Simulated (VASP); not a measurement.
# BeS (F-43m) in VASP: notebook

Runs on BeS. Level: PBE. Tasks: single point.

All numbers are computed with VASP 6.6.1; they aren't measurements. Logs are shortened: lines on timing, memory, paths and dates and some standing lists are left out, and cuts for length are marked.

## Step 1: The cell of the first run

The structure is cubic, space group F-43m (No. 216). Conventional cell: a = 4.723 Å, b = 4.723 Å, c = 4.723 Å, α = 90.00°, β = 90.00°, γ = 90.00°. Within 2.7 Å of Be (site symmetry -43m) lie 4 S at 2.04 Å. Within 2.7 Å of S (site symmetry -43m) lie 4 Be at 2.04 Å.

## Step 2: Single point, PBE (strain -3.0%)

The input, INCAR:

```
SYSTEM = BeS
  PREC = Accurate
  ENCUT = 520
  EDIFF = 1E-6
  ISMEAR = -1
  SIGMA = 0.02
  LREAL = .False.
  LASPH = .True.
  NELM = 80
  ALGO = Normal
  ISIF = 2
  LWAVE = .False.
  LCHARG = .False.
  GGA = PE
  NBANDS = 11
```

The input, KPOINTS:

```
regular mesh
0
Gamma
  10 10 10
  0 0 0
```

The input, POSCAR:

```
BeS
1.0
    0.0000000000      2.3612770434      2.3612770434
    2.3612770434      0.0000000000      2.3612770434
    2.3612770434      2.3612770434      0.0000000000
Be S
1 1
Direct
    0.0000000000      0.0000000000      0.0000000000
    0.2500000000      0.2500000000      0.2500000000
```

Potentials or basis: VASP PAW PBE potentials, release 64 (Be, S).

Command:

```sh
cat potpaw_PBE.64/Be/POTCAR potpaw_PBE.64/S/POTCAR > POTCAR
mpirun -np 1 vasp_std > vasp.out
```

OUTCAR:

```text
SYSTEM = BeS
   PREC = Accurate
   ENCUT = 520
   EDIFF = 1E-6
   ISMEAR = -1
   LREAL = .False.
   LASPH = .True.
   NELM = 80
   ISIF = 2
   GGA = PE

 ion  position               nearest neighbor table
   1  0.000  0.000  0.000-   2 2.04   2 2.04   2 2.04   2 2.04
   2  0.250  0.250  0.250-   1 2.04   1 2.04   1 2.04   1 2.04

  LATTYP: Found a face centered cubic cell.
 ALAT       =     4.7225540868

  Lattice vectors:

 A1 = (   0.0000000000,   2.3612770434,   2.3612770434)
 A2 = (   2.3612770434,   0.0000000000,   2.3612770434)
 A3 = (   2.3612770434,   2.3612770434,   0.0000000000)

Analysis of symmetry for initial positions (statically):
=====================================================================
 Subroutine PRICEL returns:
 Original cell was already a primitive cell.

 Routine SETGRP: Setting up the symmetry group for a
 face centered cubic supercell.

 Subroutine GETGRP returns: Found 24 space group operations
 (whereof 24 operations were pure point group operations)
 out of a pool of 48 trial point group operations.

The static configuration has the point symmetry T_d .

Analysis of symmetry for dynamics (positions and initial velocities):
=====================================================================
 Subroutine PRICEL returns:
 Original cell was already a primitive cell.

 Routine SETGRP: Setting up the symmetry group for a
 face centered cubic supercell.

 Subroutine GETGRP returns: Found 24 space group operations
 (whereof 24 operations were pure point group operations)
 out of a pool of 48 trial point group operations.

The dynamic configuration has the point symmetry T_d .

 Subroutine INISYM returns: Found 24 space group operations
 (whereof 24 operations are pure point group operations),
 and found     1 'primitive' translations

----------------------------------------------------------------------------------------

                                     Primitive cell

  volume of cell :      26.3312

  direct lattice vectors                    reciprocal lattice vectors
     0.000000000  2.361277043  2.361277043    -0.211749825  0.211749825  0.211749825
     2.361277043  0.000000000  2.361277043     0.211749825 -0.211749825  0.211749825
     2.361277043  2.361277043  0.000000000     0.211749825  0.211749825 -0.211749825

  length of vectors
     3.339350019  3.339350019  3.339350019     0.366761455  0.366761455  0.366761455

  position of ions in fractional coordinates (direct lattice)
     0.000000000  0.000000000  0.000000000
[... 80 lines left out ...]
   EDIFFG = 0.1E-04   stopping-criterion for IOM
   NSW    =      0    number of steps for IOM
   IBRION =     -1    ionic relax: 0-MD 1-quasi-New 2-CG
   NFREE  =      0    steps in history (QN), initial steepest desc. (CG)
   ISIF   =      2    stress and relaxation
   ISYM   =      2    0-nonsym 1-usesym 2-fastsym
   POTIM  = 0.5000    time-step for ionic-motion
   TEBEG  =    0.0;   TEEND  =   0.0 temperature during run
   PSTRESS=    0.0 pullay stress
   NELECT =       8.0000    total number of electrons
   NUPDOWN=      -1.0000    fix difference up-down
   EMIN   =  10.00;   EMAX   =-10.00  energy-range for DOS
   EFERMI =   0.00;   METHOD = LEGACY
   ISMEAR =    -1;   SIGMA  =   0.02  broadening in eV -4-tet -1-fermi 0-gaus
   EFERMI_NEDOS =   21; number of points for ismear=-14 and -15
   IALGO  =     38    algorithm
   IMIX   =      4    mixing-type and parameters
     AMIX     =   0.40;   BMIX     =  1.00
     AMIX_MAG =   1.60;   BMIX_MAG =  1.00
  volume/ion in A,a.u.               =      13.17        88.85
  Fermi-wavevector in a.u.,A,eV,Ry     =   1.100562  2.079761 16.479879  1.211237
  Thomas-Fermi vector in A             =   2.236975
   LORBIT       =      0    0 simple, 1 ext, 2 COOP (PROOUT), +10 PAW based schemes
   GGA     = PE    functional components
   LHFCALC =     F    Hartree Fock is set to
   AEXX    =    0.0000 exact exchange contribution
   IVDW    =     0    specifies the selected vdW correction
   LEPSILON=     F    determine dielectric tensor
   LRPA    =     F    only Hartree local field effects (RPA)
 non-spin polarized calculation
  energy-cutoff  :      520.00
  volume of cell :       26.33
 maximum number of plane-waves:       725
 NGX is ok and might be reduce to    28
   NGX = 13   NGY = 13   NGZ = 13

 number of electron       8.0000000 magnetization

 Free energy of the ion-electron system (eV)
  ---------------------------------------------------
  ext. energy  EPLUGINS =         0.00000000
  ---------------------------------------------------
  free energy    TOTEN  =        -9.93072680 eV

  energy without entropy =       -9.93072680  energy(sigma->0) =       -9.93072680

 E-fermi :   5.4859     XC(G=0): -10.0654

 val. band max:        5.0372900875   @ k =   0.0000   0.0000   0.0000
 cond. band min:       7.9533891299   @ k =   0.5000   0.5000   0.0000
 fundamental gap:      2.9160990424
 Fermi energy:         5.4859376519

 k-point     1 :       0.0000    0.0000    0.0000
  band No.  band energies     occupation
      1      -9.2206      2.00000
      2       5.0373      2.00000
      3       5.0373      2.00000
      4       5.0373      2.00000
      5      10.6588      0.00000
      6      10.6588      0.00000
      7      10.6588      0.00000
      8      11.6222      0.00000
      9      18.0030      0.00000
     10      18.0030      0.00000
     11      20.5332      0.00000
[... 309 lines left out ...]
 k-point    24 :       0.4000    0.3000    0.0000
  band No.  band energies     occupation
      1      -7.4169      2.00000
      2       0.5642      2.00000
      3       2.3145      2.00000
      4       2.5988      2.00000
      5       8.9946      0.00000
      6      10.8485      0.00000
      7      15.6309      0.00000
      8      15.6694      0.00000
      9      19.7366      0.00000
     10      20.7278      0.00000
     11      22.6311      0.00000

 [... further k-points ...]
[... 5 lines left out ...]
  --------------------------------------------------------------------------------------
  -------------------------------------------------------------------------------------
  Total        1.7569010      1.7569010      1.7569010     -0.0000000     -0.0000000     -0.0000000
  in kB      106.9022970    106.9022970    106.9022970     -0.0000000     -0.0000000     -0.0000000
  external PRESSURE =     106.9022970 kB  Pullay stress =       0.0000000 kB

 VOLUME and BASIS-vectors are now :
 -----------------------------------------------------------------------------
  energy-cutoff  :      520.00
  volume of cell :       26.33
      direct lattice vectors                 reciprocal lattice vectors
     0.000000000  2.361277043  2.361277043    -0.211749825  0.211749825  0.211749825
     2.361277043  0.000000000  2.361277043     0.211749825 -0.211749825  0.211749825
     2.361277043  2.361277043  0.000000000     0.211749825  0.211749825 -0.211749825

 POSITION                                       TOTAL-FORCE (eV/Angst)
 -----------------------------------------------------------------------------------
      0.00000      0.00000      0.00000         0.000000      0.000000      0.000000
      1.18064      1.18064      1.18064        -0.000000     -0.000000     -0.000000
 -----------------------------------------------------------------------------------
    total drift:                               -0.000000     -0.000000     -0.000000

  FREE ENERGIE OF THE ION-ELECTRON SYSTEM (eV)
  ---------------------------------------------------
  free  energy   TOTEN  =        -9.9307267970 eV

  energy  without entropy=       -9.9307267970  energy(sigma->0) =       -9.93072680
```

OSZICAR:

```text
N       E                     dE             d eps       ncg     rms          rms(c)
DAV:   1     0.204545838376E+02    0.20455E+02   -0.40635E+03  1034   0.638E+02
DAV:   2    -0.902851789232E+01   -0.29483E+02   -0.28205E+02  1345   0.118E+02
DAV:   3    -0.101486070472E+02   -0.11201E+01   -0.11180E+01  1365   0.230E+01
DAV:   4    -0.101549770628E+02   -0.63700E-02   -0.63687E-02  1293   0.200E+00
DAV:   5    -0.101550249421E+02   -0.47879E-04   -0.47879E-04  1307   0.169E-01    0.635E+00
DAV:   6    -0.998603802873E+01    0.16899E+00   -0.11485E-01  1233   0.177E+00    0.428E+00
DAV:   7    -0.992965583573E+01    0.56382E-01   -0.15383E-01  1356   0.212E+00    0.958E-01
DAV:   8    -0.993063551951E+01   -0.97968E-03   -0.71028E-03  1207   0.470E-01    0.148E-01
DAV:   9    -0.993069954189E+01   -0.64022E-04   -0.45549E-04  1286   0.139E-01    0.350E-02
DAV:  10    -0.993071783089E+01   -0.18289E-04   -0.34419E-05  1267   0.335E-02    0.107E-02
DAV:  11    -0.993072660576E+01   -0.87749E-05   -0.13886E-05  1187   0.220E-02    0.833E-03
DAV:  12    -0.993072679697E+01   -0.19121E-06   -0.21045E-07   979   0.339E-03
   1 F= -.99307268E+01 E0= -.99307268E+01  d E =-.512151E-12
```

Run time: 26 s. Hardware: 1 thread of AMD EPYC 7R43 (Zen 3), shared host; peak memory 0.12 GiB.

What came out:

```
Free energy            : -9.9307 eV
Pressure               : 10.7 GPa
Band gap on the k mesh : 2.92 eV, indirect (least direct gap 5.62 eV)
```

Caveat: the cell differs from its parent crystal (strain -3.0%). A k mesh can miss the band edges.

## Step 3: Single point, PBE (strain -2.0%)

The input, INCAR:

```
PREC = Accurate ; ENCUT = 520
EDIFF = 1E-6 ; ISMEAR = -1
SIGMA = 0.02 ; LREAL = F
LASPH = T ; NELM = 60
ALGO = Normal ; ISIF = 2
LWAVE = F ; LCHARG = T
GGA = PE ; LELF = T
LVHAR = T ; NBANDS = 11
```

The input, KPOINTS:

```
regular mesh
0
Gamma
  10 10 10
```

The input, POSCAR:

```
BeS
1.0
    0.0000000000      2.3856201057      2.3856201057
    2.3856201057      0.0000000000      2.3856201057
    2.3856201057      2.3856201057      0.0000000000
Be S
1 1
Direct
    0.0000000000      0.0000000000      0.0000000000
    0.2500000000      0.2500000000      0.2500000000
```

Potentials or basis: VASP PAW PBE potentials, release 64 (Be, S).

Command:

```sh
cat potpaw_PBE.64/Be/POTCAR potpaw_PBE.64/S/POTCAR > POTCAR
mpirun -np 1 vasp_std > vasp.out
```

OUTCAR:

```text
PREC = Accurate
   ENCUT = 520
   EDIFF = 1E-6
   ISMEAR = -1
   LREAL = F
   LASPH = T
   NELM = 60
   ISIF = 2
   GGA = PE

 ion  position               nearest neighbor table
   1  0.000  0.000  0.000-   2 2.07   2 2.07   2 2.07   2 2.07
   2  0.250  0.250  0.250-   1 2.07   1 2.07   1 2.07   1 2.07

  LATTYP: Found a face centered cubic cell.
 ALAT       =     4.7712402114

  Lattice vectors:

[... 510 lines left out ...]
      2       0.3457      2.00000
      3       2.0823      2.00000
      4       2.3571      2.00000
      5       8.6988      0.00000
      6      10.5305      0.00000
      7      15.1200      0.00000
      8      15.1916      0.00000
      9      19.0280      0.00000
     10      20.2607      0.00000
     11      21.9930      0.00000

 [... further k-points ...]
[... 5 lines left out ...]
  --------------------------------------------------------------------------------------
  -------------------------------------------------------------------------------------
  Total        1.1629916      1.1629916      1.1629916     -0.0000000      0.0000000      0.0000000
  in kB       68.6204077     68.6204077     68.6204077     -0.0000000      0.0000000      0.0000000
  external PRESSURE =      68.6204077 kB  Pullay stress =       0.0000000 kB

 VOLUME and BASIS-vectors are now :
 -----------------------------------------------------------------------------
  energy-cutoff  :      520.00
  volume of cell :       27.15
      direct lattice vectors                 reciprocal lattice vectors
     0.000000000  2.385620106  2.385620106    -0.209589112  0.209589112  0.209589112
     2.385620106  0.000000000  2.385620106     0.209589112 -0.209589112  0.209589112
     2.385620106  2.385620106  0.000000000     0.209589112  0.209589112 -0.209589112

 POSITION                                       TOTAL-FORCE (eV/Angst)
 -----------------------------------------------------------------------------------
      0.00000      0.00000      0.00000        -0.000000     -0.000000      0.000000
      1.19281      1.19281      1.19281         0.000000      0.000000     -0.000000
 -----------------------------------------------------------------------------------
    total drift:                                0.000000      0.000000     -0.000000

  FREE ENERGIE OF THE ION-ELECTRON SYSTEM (eV)
  ---------------------------------------------------
  free  energy   TOTEN  =        -9.9757871954 eV

  energy  without entropy=       -9.9757871954  energy(sigma->0) =       -9.97578720
```

OSZICAR:

```text
N       E                     dE             d eps       ncg     rms          rms(c)
DAV:   1     0.202747303859E+02    0.20275E+02   -0.39906E+03  1042   0.632E+02
DAV:   2    -0.898699060969E+01   -0.29262E+02   -0.27567E+02  1358   0.117E+02
DAV:   3    -0.101720281949E+02   -0.11850E+01   -0.11830E+01  1318   0.234E+01
DAV:   4    -0.101793915413E+02   -0.73633E-02   -0.73614E-02  1275   0.215E+00
DAV:   5    -0.101794561566E+02   -0.64615E-04   -0.64615E-04  1382   0.201E-01    0.608E+00
DAV:   6    -0.100247970268E+02    0.15466E+00   -0.11347E-01  1244   0.170E+00    0.411E+00
DAV:   7    -0.997461565559E+01    0.50181E-01   -0.13934E-01  1314   0.200E+00    0.961E-01
DAV:   8    -0.997567449482E+01   -0.10588E-02   -0.67851E-03  1270   0.446E-01    0.156E-01
DAV:   9    -0.997575642499E+01   -0.81930E-04   -0.48184E-04  1290   0.142E-01    0.362E-02
DAV:  10    -0.997577900354E+01   -0.22579E-04   -0.48793E-05  1296   0.379E-02    0.109E-02
DAV:  11    -0.997578697908E+01   -0.79755E-05   -0.15873E-05  1181   0.224E-02    0.835E-03
DAV:  12    -0.997578719540E+01   -0.21632E-06   -0.30539E-07  1064   0.403E-03
   1 F= -.99757872E+01 E0= -.99757872E+01  d E =-.355212E-11
```

It took 21 s on 1 thread of AMD EPYC 7R43 (Zen 3), shared host; peak memory 0.12 GiB.

What came out:

```yaml
Free_energy: -9.9758 eV
Pressure: 6.9 GPa
Band_gap_on_the_k_mesh: 2.99 eV, indirect (least direct gap 5.64 eV)
```

Caveat: the cell differs from its parent crystal (strain -2.0%). A k mesh can miss the band edges.

## Step 4: Single point, PBE (strain -1.0%)

The input, INCAR:

```
PREC = Accurate
ENCUT = 520
EDIFF = 1E-6
ISMEAR = -1
SIGMA = 0.02
LREAL = False
LASPH = True
NELM = 80
ALGO = Normal
ISIF = 2
LWAVE = False
LCHARG = False
GGA = PE
NBANDS = 11
```

The input, KPOINTS:

```
Automatic mesh
0
Gamma
  10 10 10
```

The input, POSCAR:

```
BeS
1.0
    0.0000000000      2.4099631680      2.4099631680
    2.4099631680      0.0000000000      2.4099631680
    2.4099631680      2.4099631680      0.0000000000
Be S
1 1
Direct
    0.0000000000      0.0000000000      0.0000000000
    0.2500000000      0.2500000000      0.2500000000
```

Command:

```sh
cat potpaw_PBE.64/Be/POTCAR potpaw_PBE.64/S/POTCAR > POTCAR
mpirun -np 1 vasp_std > vasp.out
```

Wall time 25 s (1 thread of AMD EPYC 7R43 (Zen 3), shared host); peak memory 0.12 GiB.

It converged, with:

```yaml
Free_energy: -10.0028 eV
Pressure: 3.5 GPa
Band_gap_on_the_k_mesh: 3.07 eV, indirect (least direct gap 5.66 eV)
```

Levels at points of the mesh, in eV from the valence-band top:
```csv
k point,band 1,band 2,band 3,band 4,band 5,band 6,band 7,band 8
"(0.00, 0.00, 0.00)",-13.82,0.00,0.00,0.00,5.66,5.66,5.66,6.05
"(0.50, 0.00, 0.00)",-12.16,-5.91,-1.06,-1.06,5.55,6.56,6.56,11.30
"(0.50, 0.50, 0.00)",-11.60,-5.12,-2.71,-2.71,3.07,4.90,12.93,12.93
```

Caveat: the cell differs from its parent crystal (strain -1.0%). A k mesh can miss the band edges.

(Part 1 of 2 ends here.)
